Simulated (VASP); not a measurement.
Input of a VASP 6.6.1 run:

INCAR

```
  PREC = Accurate
  ENCUT = 520
  EDIFF = 1E-6
  ISMEAR = 0
  SIGMA = 0.02
  LREAL = F
  LASPH = T
  NELM = 80
  ALGO = Normal
  ISIF = 2
  LWAVE = F
  LCHARG = T
  LELF = T
  LVHAR = T
  NBANDS = 44
```

Contents of KPOINTS:

```
Automatic mesh
0
Gamma
  6 6 4
```

File POSCAR:

```
SiO2
1.0
    4.8491097348      0.0000000000      0.0000000000
    0.0000000000      4.8491097348      0.0000000000
    0.0000000000      0.0000000000      6.6934454696
Si O
4 8
Direct
    0.8144264355      0.8144264355      0.5000000000
    0.6855735645      0.3144264355      0.2500000000
    0.1855735645      0.1855735645      0.0000000000
    0.3144264355      0.6855735645      0.7500000000
    0.2668981586      0.3670164614      0.8073146272
    0.1329835386      0.7668981586      0.5573146272
    0.7331018414      0.6329835386      0.3073146272
    0.8670164614      0.2331018414      0.0573146272
    0.7668981586      0.1329835386      0.4426853728
    0.6329835386      0.7331018414      0.6926853728
    0.2331018414      0.8670164614      0.9426853728
    0.3670164614      0.2668981586      0.1926853728
```

Potentials or basis: VASP PAW LDA potentials, release 64 (Si, O).

Command:

```sh
$ cat potpaw_LDA.64/Si/POTCAR potpaw_LDA.64/O/POTCAR > POTCAR
$ mpirun -np 1 vasp_std > vasp.out
```

(1) What does it give for the largest force?

(2) What does it give for the band gap on the k mesh?

(3) What does it give for the pressure?

Results:

(1) 0.035 eV/Å.

(2) 5.67 eV.

(3) 1.5 GPa.
